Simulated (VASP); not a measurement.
Write the native input for VASP 6.6.1 that does the following.

- Task: single point
- Functional: RPBE
- Potentials or basis: VASP PAW PBE potentials, release 64 (Pt)
- Cutoff: 520 eV
- k mesh: 22 × 22 × 22
- Occupations: fermi-dirac, width 0.1 eV
- Spin: no spin polarisation
- Dipole correction: no
- Further INCAR settings: ALGO = Normal; EDIFF = 1e-06; NBANDS = 11

The structure of Pt lies in POSCAR:

```
Pt
1.0
    0.0000000000      1.9138185031      1.9138185031
    1.9138185031      0.0000000000      1.9138185031
    1.9138185031      1.9138185031      0.0000000000
Pt
1
Direct
    0.0000000000      0.0000000000      0.0000000000
```

This cell differs from its parent crystal: volume scaled by 0.88.

One way to write it, as run:

INCAR

```
SYSTEM = Pt
ALGO = Normal
EDIFF = 1E-6
ENCUT = 520
GGA = RP
ISIF = 2
ISMEAR = -1
LASPH = .TRUE.
LCHARG = .FALSE.
LREAL = .FALSE.
LWAVE = .FALSE.
NBANDS = 11
NELM = 60
PREC = Accurate
SIGMA = 0.1
```

KPOINTS

```
k-points
0
G
  22 22 22
  0 0 0
```

Potentials or basis: VASP PAW PBE potentials, release 64 (Pt).

Command:

```sh
$ cat potpaw_PBE.64/Pt/POTCAR > POTCAR
$ mpirun -np 1 vasp_std > vasp.out
```

Results of the run:

| Property | Result |
| --- | --- |
| Pressure | 40.9 GPa |
| Band gap on the k mesh | zero (band 5 reaches 13.39 eV, above the bottom of band 6 at 10.84 eV) |

Caveat: the PAW data sets were made with another functional, which shifts forces and pressure a little; spin-orbit coupling is left out, which moves the levels of the heavy elements.

Wall time 76 s on 1 thread of AMD EPYC 7R13 (shared host), peak memory 0.14 GiB.
